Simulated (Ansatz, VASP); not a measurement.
**BeTe: VASP beside Ansatz**

```xyz
4
Lattice="4.1062 0.0000 0.0000 -2.0531 3.4908 0.0000 0.0000 0.0000 8.1440" Properties=species:S:1:pos:R:3 pbc="T T T"
Be    0.0000    2.3347    2.0360
Be    2.0531    1.1561    6.1080
Te    2.0531    1.1843    2.0360
Te    0.0000    2.3065    6.1080
```

Change from the starting cell: uniaxial_x strain +1.9%.

Alike in both runs: task single point; functional PBE; k mesh 12 × 12 × 4; occupations fermi-dirac, width 0.02 eV; no spin polarisation.

```csv
,VASP,Ansatz
version,VASP 6.6.1,Ansatz 0.2.0
potentials or method,"VASP PAW PBE potentials, release 64 (Be, Te)","plane waves, PAW"
plane-wave cutoff (eV),520,420
valence electrons in the cell,16,36
```

VASP gave:

* gap on the k mesh at the Fermi level (eV): 2.56
* pressure (GPa): -0.7
* traceless stress, the component that is largest in VASP (GPa): -1.12

Problem. Estimate Ansatz's values.

Solution. gap on the k mesh at the Fermi level (eV): 2.56; pressure (GPa): -0.8; traceless stress, the component that is largest in VASP (GPa): -1.18.

VASP's potentials hold 16 valence electrons a cell and Ansatz's 36, so a difference there can come from the potentials and not from the codes.

Neither program's run includes spin-orbit coupling.
